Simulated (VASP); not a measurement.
# B (Fd-3m) in VASP: further runs

B is run at these levels: PBEsol; tasks: relaxation of cell and atoms, single point.

Program: VASP 6.6.1. These are calculated values, not measurements. Logs are shortened: lines on timing, memory, paths and dates and some standing lists are left out, and cuts for length are marked.

### 1 The cell of the first run

It takes space group Fd-3m (No. 227, cubic). Conventional cell: a = 3.996 Å, b = 3.996 Å, c = 3.996 Å, α = 90.00°, β = 90.00°, γ = 90.00°. B (site symmetry -43m) has 4 B at 1.73 Å within 2.3 Å.

This isn't the form of B at room conditions, which is rhombohedral.

### 2 Relaxation of cell and atoms, PBEsol

The input, INCAR:

```
SYSTEM = B
PREC = Accurate
ENCUT = 500
EDIFF = 1E-7
ISMEAR = 0
SIGMA = 0.1
LREAL = .False.
LASPH = .True.
NELM = 120
ALGO = Normal
ISIF = 3
LWAVE = .False.
LCHARG = .False.
GGA = PS
IBRION = 2
NSW = 90
EDIFFG = -0.04
GGA_COMPAT = .False.
NELMIN = 4
```

The input, KPOINTS:

```
Automatic mesh
0
Gamma
  8 8 8
  0 0 0
```

The input, POSCAR:

```
B
1.0
    0.0000000000      1.9980803089      1.9980803089
    1.9980803089      0.0000000000      1.9980803089
    1.9980803089      1.9980803089      0.0000000000
B
2
Direct
    0.5000000000      0.5000000000      0.5000000000
    0.7500000000      0.7500000000      0.7500000000
```

Potentials or basis: VASP PAW PBE potentials, release 64 (B).

Command:

```
cat potpaw_PBE.64/B/POTCAR > POTCAR
mpirun -np 1 vasp_std > vasp.out
```

OUTCAR:

```text
SYSTEM = B
   PREC = Accurate
   ENCUT = 500
   EDIFF = 1E-7
   ISMEAR = 0
   LREAL = .False.
   LASPH = .True.
   NELM = 120
   ISIF = 3
   GGA = PS
   IBRION = 2
   NSW = 90
   EDIFFG = -0.04
   NELMIN = 4

 ion  position               nearest neighbor table
   1  0.500  0.500  0.500-   2 1.73   2 1.73   2 1.73   2 1.73
   2  0.750  0.750  0.750-   1 1.73   1 1.73   1 1.73   1 1.73

  LATTYP: Found a face centered cubic cell.
 ALAT       =     3.9961606178

  Lattice vectors:

 A1 = (   0.0000000000,   1.9980803089,   1.9980803089)
 A2 = (   1.9980803089,   0.0000000000,   1.9980803089)
 A3 = (   1.9980803089,   1.9980803089,   0.0000000000)

Analysis of symmetry for initial positions (statically):
=====================================================================
 Subroutine PRICEL returns:
 Original cell was already a primitive cell.

 Routine SETGRP: Setting up the symmetry group for a
 face centered cubic supercell.

 Subroutine GETGRP returns: Found 48 space group operations
 (whereof 24 operations were pure point group operations)
 out of a pool of 48 trial point group operations.

The static configuration has the point symmetry T_d .
 The point group associated with its full space group is O_h .

Analysis of symmetry for dynamics (positions and initial velocities):
=====================================================================
 Subroutine PRICEL returns:
 Original cell was already a primitive cell.

 Routine SETGRP: Setting up the symmetry group for a
 face centered cubic supercell.

 Subroutine GETGRP returns: Found 48 space group operations
 (whereof 24 operations were pure point group operations)
 out of a pool of 48 trial point group operations.

The dynamic configuration has the point symmetry T_d .
 The point group associated with its full space group is O_h .

 Subroutine INISYM returns: Found 48 space group operations
 (whereof 24 operations are pure point group operations),
 and found     1 'primitive' translations

----------------------------------------------------------------------------------------

                                     Primitive cell

  volume of cell :      15.9540

  direct lattice vectors                    reciprocal lattice vectors
     0.000000000  1.998080309  1.998080309    -0.250240192  0.250240192  0.250240192
     1.998080309  0.000000000  1.998080309     0.250240192 -0.250240192  0.250240192
     1.998080309  1.998080309  0.000000000     0.250240192  0.250240192 -0.250240192

  length of vectors
     2.825712272  2.825712272  2.825712272     0.433428727  0.433428727  0.433428727

  position of ions in fractional coordinates (direct lattice)
     0.500000000  0.500000000  0.500000000
     0.750000000  0.750000000  0.750000000

  ion indices of the primitive-cell ions
   primitive index   ion index
                 1           1
                 2           2

----------------------------------------------------------------------------------------

 KPOINTS: Automatic mesh

Automatic generation of k-mesh.
 Grid dimensions read from file:
 generate k-points for:    8    8    8

 Generating k-lattice:

  Cartesian coordinates                     Fractional coordinates (reciprocal lattice)
    -0.031280024  0.031280024  0.031280024     0.125000000  0.000000000  0.000000000
     0.031280024 -0.031280024  0.031280024     0.000000000  0.125000000  0.000000000
     0.031280024  0.031280024 -0.031280024     0.000000000  0.000000000  0.125000000

  Length of vectors
     0.054178591  0.054178591  0.054178591

  Shift w.r.t. Gamma in fractional coordinates (k-lattice)
     0.000000000  0.000000000  0.000000000

 Subroutine IBZKPT returns following result:
 ===========================================

 Found     29 irreducible k-points:

 Following reciprocal coordinates:
            Coordinates               Weight
  0.000000  0.000000  0.000000      1.000000
  0.125000  0.000000  0.000000      8.000000
  0.250000  0.000000  0.000000      8.000000
  0.375000  0.000000  0.000000      8.000000
  0.500000  0.000000  0.000000      4.000000
  0.125000  0.125000  0.000000      6.000000
[... 16 lines left out ...]
  0.500000  0.250000  0.125000     48.000000
 -0.375000  0.250000  0.125000     24.000000
 [... further k-points ...]
   k-points           NKPTS =     29   k-points in BZ     NKDIM =     29   number of bands    NBANDS=      7
   number of dos      NEDOS =    301   number of ions     NIONS =      2
   total plane-waves  NPLWV =  13824
   dimension x,y,z NGX =    24 NGY =   24 NGZ =   24
   dimension x,y,z NGXF=    48 NGYF=   48 NGZF=   48
   ions per type =               2
   NGX,Y,Z   is equivalent  to a cutoff of  14.12, 14.12, 14.12 a.u.
   NGXF,Y,Z  is equivalent  to a cutoff of  28.24, 28.24, 28.24 a.u.
 SYSTEM =  B
   PREC   = accura    normal or accurate (medium, high low for compatibility)
   ISTART =      0    job   : 0-new  1-cont  2-samecut
   ICHARG =      2    charge: 1-file 2-atom 10-const
   ISPIN  =      1    spin polarized calculation?
   LNONCOLLINEAR =      F non collinear calculations
   LSORBIT =      F    spin-orbit coupling
   LASPH  =      T    aspherical Exc in radial PAW
   ENCUT  =  500.0 eV  36.75 Ry    6.06 a.u.   5.15  5.15  5.15*2*pi/ulx,y,z
   NELM   =    120;   NELMIN=  4; NELMDL= -5     # of ELM steps
   EDIFF  = 0.1E-06   stopping-criterion for ELM
   LREAL  =      F    real-space projection
   EDIFFG = -.4E-01   stopping-criterion for IOM
   NSW    =     90    number of steps for IOM
   IBRION =      2    ionic relax: 0-MD 1-quasi-New 2-CG
   NFREE  =      1    steps in history (QN), initial steepest desc. (CG)
   ISIF   =      3    stress and relaxation
   ISYM   =      2    0-nonsym 1-usesym 2-fastsym
   POTIM  = 0.5000    time-step for ionic-motion
   TEBEG  =    0.0;   TEEND  =   0.0 temperature during run
   PSTRESS=    0.0 pullay stress
   NELECT =       6.0000    total number of electrons
   NUPDOWN=      -1.0000    fix difference up-down
   EMIN   =  10.00;   EMAX   =-10.00  energy-range for DOS
   EFERMI =   0.00;   METHOD = LEGACY
   ISMEAR =     0;   SIGMA  =   0.10  broadening in eV -4-tet -1-fermi 0-gaus
   EFERMI_NEDOS =   21; number of points for ismear=-14 and -15
   IALGO  =     38    algorithm
   IMIX   =      4    mixing-type and parameters
     AMIX     =   0.40;   BMIX     =  1.00
     AMIX_MAG =   1.60;   BMIX_MAG =  1.00
  volume/ion in A,a.u.               =       7.98        53.83
  Fermi-wavevector in a.u.,A,eV,Ry     =   1.181687  2.233064 18.998947  1.396383
  Thomas-Fermi vector in A             =   2.317955
   LORBIT       =      0    0 simple, 1 ext, 2 COOP (PROOUT), +10 PAW based schemes
   GGA     = PS    functional components
   LHFCALC =     F    Hartree Fock is set to
   AEXX    =    0.0000 exact exchange contribution
   IVDW    =     0    specifies the selected vdW correction
   LEPSILON=     F    determine dielectric tensor
   LRPA    =     F    only Hartree local field effects (RPA)
 conjugate gradient relaxation of ions
 non-spin polarized calculation
 Gauss-broadening in eV      SIGMA  =   0.10
  energy-cutoff  :      500.00
  volume of cell :       15.95
 maximum number of plane-waves:       416
 NGX is ok and might be reduce to    24
   NGX = 11   NGY = 11   NGZ = 11

--------------------------------------- Ionic step        1  -------------------------------------------

 number of electron       6.0000000 magnetization

 Free energy of the ion-electron system (eV)
  ---------------------------------------------------
  ext. energy  EPLUGINS =         0.00000000
  ---------------------------------------------------
  free energy    TOTEN  =       -12.12769332 eV

  energy without entropy =      -12.12088394  energy(sigma->0) =      -12.12428863

------------------------ aborting loop because EDIFF is reached ----------------------------------------

  FORCE on cell =-STRESS in cart. coord.  units (eV):
  Direction    XX          YY          ZZ          XY          YZ          ZX
  --------------------------------------------------------------------------------------
  -------------------------------------------------------------------------------------
  Total        0.5418464      0.5418464      0.5418464      0.0000000      0.0000000     -0.0000000
  in kB       54.4149184     54.4149184     54.4149184      0.0000000      0.0000000     -0.0000000
  external PRESSURE =      54.4149184 kB  Pullay stress =       0.0000000 kB

 VOLUME and BASIS-vectors are now :
 -----------------------------------------------------------------------------
  energy-cutoff  :      500.00
  volume of cell :       15.95
      direct lattice vectors                 reciprocal lattice vectors
     0.000000000  1.998080309  1.998080309    -0.250240192  0.250240192  0.250240192
     1.998080309  0.000000000  1.998080309     0.250240192 -0.250240192  0.250240192
     1.998080309  1.998080309  0.000000000     0.250240192  0.250240192 -0.250240192
[... 37 lines left out ...]
 POSITION                                       TOTAL-FORCE (eV/Angst)
 -----------------------------------------------------------------------------------
      2.02420      2.02420      2.02420         0.000000      0.000000      0.000000
      3.03629      3.03629      3.03629        -0.000000     -0.000000     -0.000000
 -----------------------------------------------------------------------------------
    total drift:                                0.000000      0.000000      0.000000

  FREE ENERGIE OF THE ION-ELECTRON SYSTEM (eV)
  ---------------------------------------------------
  free  energy   TOTEN  =       -12.1341980143 eV

  energy  without entropy=      -12.1277632518  energy(sigma->0) =      -12.13098063

--------------------------------------- Ionic step        3  -------------------------------------------

 number of electron       6.0000000 magnetization

 Free energy of the ion-electron system (eV)
  ---------------------------------------------------
  ext. energy  EPLUGINS =         0.00000000
  ---------------------------------------------------
  free energy    TOTEN  =       -12.13527879 eV

  energy without entropy =      -12.12873926  energy(sigma->0) =      -12.13200903

 E-fermi :   3.8077     XC(G=0): -11.3524

 val. band max:        3.7305478575   @ k =   0.3750   0.2500   0.0000
 cond. band min:       3.8378263853   @ k =  -0.3750   0.2500   0.1250
 fundamental gap:      0.1072785278
 Fermi energy:         3.8076656627

 k-point     1 :       0.0000    0.0000    0.0000
  band No.  band energies     occupation
      1      -9.1518      2.00000
      2       7.9317      0.00000
      3       7.9317      0.00000
      4       7.9317      0.00000
      5      12.0629      0.00000
      6      12.0629      0.00000
      7      12.0629      0.00000

 k-point     2 :       0.1250    0.0000    0.0000
  band No.  band energies     occupation
      1      -8.8102      2.00000
      2       5.8849      0.00000
      3       7.3497      0.00000
      4       7.3497      0.00000
      5      12.8283      0.00000
      6      12.8283      0.00000
      7      13.3465      0.00000
[... 201 lines left out ...]
 k-point    23 :       0.5000    0.2500    0.1250
  band No.  band energies     occupation
      1      -5.2455      2.00000
      2      -0.0858      2.00000
      3       2.7203      2.00000
      4       4.4187      0.00000
      5      13.7382      0.00000
      6      15.2603      0.00000
      7      18.1940      0.00000

 k-point    24 :      -0.3750    0.2500    0.1250
  band No.  band energies     occupation
      1      -3.4287      2.00000
      2      -2.4003      2.00000
      3       2.7717      2.00000
      4       3.8378      0.66972
      5      13.7015      0.00000
      6      15.4452      0.00000
      7      19.1260      0.00000

 [... further k-points ...]

------------------------ aborting loop because EDIFF is reached ----------------------------------------

  FORCE on cell =-STRESS in cart. coord.  units (eV):
  Direction    XX          YY          ZZ          XY          YZ          ZX
  --------------------------------------------------------------------------------------
  -------------------------------------------------------------------------------------
  Total        0.0008095      0.0008095      0.0008095     -0.0000000     -0.0000000      0.0000000
  in kB        0.0790345      0.0790345      0.0790345     -0.0000000     -0.0000000      0.0000000
  external PRESSURE =       0.0790345 kB  Pullay stress =       0.0000000 kB

 VOLUME and BASIS-vectors are now :
 -----------------------------------------------------------------------------
  energy-cutoff  :      500.00
  volume of cell :       16.41
      direct lattice vectors                 reciprocal lattice vectors
     0.000000000  2.016940800  2.016940800    -0.247900186  0.247900186  0.247900186
     2.016940800 -0.000000000  2.016940800     0.247900186 -0.247900186  0.247900186
     2.016940800  2.016940800 -0.000000000     0.247900186  0.247900186 -0.247900186

 POSITION                                       TOTAL-FORCE (eV/Angst)
 -----------------------------------------------------------------------------------
      2.01694      2.01694      2.01694        -0.000000      0.000000     -0.000000
      3.02541      3.02541      3.02541         0.000000     -0.000000      0.000000
 -----------------------------------------------------------------------------------
    total drift:                                0.000000      0.000000      0.000000

  FREE ENERGIE OF THE ION-ELECTRON SYSTEM (eV)
  ---------------------------------------------------
  free  energy   TOTEN  =       -12.1352787915 eV

  energy  without entropy=      -12.1287392592  energy(sigma->0) =      -12.13200903

 reached required accuracy - stopping structural energy minimisation
```

It took 3.6 s on 1 thread of Intel Xeon 6975P-C (Granite Rapids), shared host; peak memory 0.12 GiB.

Results:

| Property | Result |
| --- | --- |
| Free energy | -12.1353 eV |
| Relaxed volume | 8.21 Å³/atom |
| Relaxed cell | a = 2.852 Å, b = 2.852 Å, c = 2.852 Å, α = 60.00°, β = 60.00°, γ = 60.00° |
| Space group after relaxing (to 0.1 Å) | Fd-3m (No. 227) |
| Energy gained by relaxing | 3.8 meV/atom |
| Ionic steps | 3 |
| Pressure after relaxing | 0.0 GPa |
| Band gap on the k mesh | zero (bands 3 and 4 overlap by 7.34 eV) |

The path:
| step | energy change (eV) | largest force (eV/Å) | pressure (GPa) | volume (Å³) |
| --- | --- | --- | --- | --- |
| 1 | 0.0000 | 0.0000 | 5.44 | 15.95 |
| 2 | -0.0065 | 0.0000 | -1.93 | 16.59 |
| 3 | -0.0076 | 0.0000 | 0.01 | 16.41 |

Final structure:
```xyz
2
Lattice="0.0000 2.0169 2.0169 2.0169 0.0000 2.0169 2.0169 2.0169 0.0000" Properties=species:S:1:pos:R:3 pbc="T T T"
B     2.0169    2.0169    2.0169
B     3.0254    3.0254    3.0254
```

Levels at points of the mesh, in eV from the Fermi level:
```tsv
k point	band 1	band 2	band 3	band 4	band 5	band 6	band 7
(0.00, 0.00, 0.00)	-12.96	4.12	4.12	4.12	8.26	8.26	8.26
(0.50, 0.00, 0.00)	-8.02	-7.10	1.76	1.76	10.30	10.30	12.10
(0.50, 0.50, 0.00)	-5.96	-5.96	-1.29	-1.29	7.20	7.20	18.43
```

Caveat: the PAW data sets were made with another functional, which shifts forces and pressure a little.

### 3 Single point, PBEsol

This run uses another cell than the first one, of 8.19 Å³/atom.

The input, INCAR:

```
  PREC = Accurate
  ENCUT = 500
  EDIFF = 1E-6
  ISMEAR = 0
  SIGMA = 0.1
  LREAL = False
  LASPH = True
  NELM = 120
  ALGO = Normal
  ISIF = 2
  LWAVE = False
  LCHARG = False
  GGA = PS
  NBANDS = 10
  GGA_COMPAT = False
```

The input, KPOINTS:

```
regular mesh
0
Gamma
  24 24 24
```

The input, POSCAR:

```
B
1.0
    0.0000000000      2.0160369080      2.0160369080
    2.0160369080      0.0000000000      2.0160369080
    2.0160369080      2.0160369080      0.0000000000
B
2
Direct
    0.0000000000      0.0000000000      0.0000000000
    0.2500000000      0.2500000000      0.2500000000
```

Potentials or basis: VASP PAW PBE potentials, release 64 (B).

Command:

```
cat potpaw_PBE.64/B/POTCAR > POTCAR
mpirun -np 1 vasp_std > vasp.out
```

It took 17 s on 1 thread of Intel Xeon 6975P-C (Granite Rapids), shared host; peak memory 0.17 GiB.

Results (log left out):

```
Free energy            : -12.1328 eV
Pressure               : 0.2 GPa
Band gap on the k mesh : zero (bands 3 and 4 overlap by 7.35 eV)
```

Levels at points of the mesh, in eV from the Fermi level:
| k point | band 1 | band 2 | band 3 | band 4 | band 5 | band 6 |
| --- | --- | --- | --- | --- | --- | --- |
| (0.00, 0.00, 0.00) | -12.99 | 4.10 | 4.10 | 4.10 | 8.24 | 8.24 |
| (0.50, 0.00, 0.00) | -8.05 | -7.13 | 1.73 | 1.73 | 10.29 | 10.29 |
| (0.50, 0.50, 0.00) | -5.99 | -5.99 | -1.31 | -1.31 | 7.18 | 7.18 |

Caveat: the PAW data sets were made with another functional, which shifts forces and pressure a little.

[end of part 1 of 2]
